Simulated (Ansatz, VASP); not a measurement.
Two plane-wave programs on VN

INCAR

```
SYSTEM = VN
PREC = Accurate
ENCUT = 600
EDIFF = 1E-6
ISMEAR = -4
SIGMA = 0.1
LREAL = .FALSE.
LASPH = .TRUE.
NELM = 200
ALGO = Normal
ISIF = 2
LWAVE = .FALSE.
LCHARG = .FALSE.
ISPIN = 2
MAGMOM = 0.3 0
LORBIT = 11
LMAXMIX = 4
GGA = PE
NBANDS = 20
GGA_COMPAT = .FALSE.
```

File KPOINTS:

```
regular mesh
0
G
  6 6 6
  0 0 0
```

Contents of POSCAR:

```
VN
1.0
    0.0000000000      2.0624650000      2.0624650000
    2.0624650000      0.0000000000      2.0624650000
    2.0624650000      2.0624650000      0.0000000000
V N
1 1
Direct
    0.0000000000      0.0000000000      0.0000000000
    0.5000000000      0.5000000000      0.5000000000
```

Input for Ansatz:

```yaml
crystal:
  lattice:
    - [0.0, 2.062465, 2.062465]
    - [2.062465, 0.0, 2.062465]
    - [2.062465, 2.062465, 0.0]
  atoms:
    - { symbol: V, position: [0.0, 0.0, 0.0], spin: 0.3 }
    - { symbol: "N", position: [0.5, 0.5, 0.5] }
basis:
  ecutwfc: 420
kpoints:
  mp_grid: { grid: [6, 6, 6] }
hamiltonian:
  xc: pbe
scf:
  occupations: { method: tetrahedron_uncorrected }
  lower_state_search: "off"
  max_iter: 89
output:
  forces: true
  stress: true
  eigenvalues: true
  populations: true
magnetization:
  spin_polarized: true
```

Alike in both runs: task single point; functional PBE; k mesh 6 × 6 × 6; collinear spin.

```csv
,VASP,Ansatz
version,VASP 6.6.1,Ansatz 0.2.0
potentials or method,"VASP PAW PBE potentials, release 64 (V_sv, N), cutoff 600 eV","scalar-relativistic, plane waves, PAW"
occupations,tetrahedron,tetrahedron-uncorrected
valence electrons in the cell,18,18
```

```csv
,VASP,Ansatz,Ansatz less VASP
gap on the k mesh at the Fermi level (eV),none,none,-
pressure (GPa),0.7,0.1,-0.57
net moment per atom (μB),0.00,0.00,-0.003
```

A gap of «none» marks a metal or a gap that the smearing closes. Ansatz's warnings: band table not solved further, seeded moment not kept.

The k mesh is coarse, so the values compare programs but aren't converged.
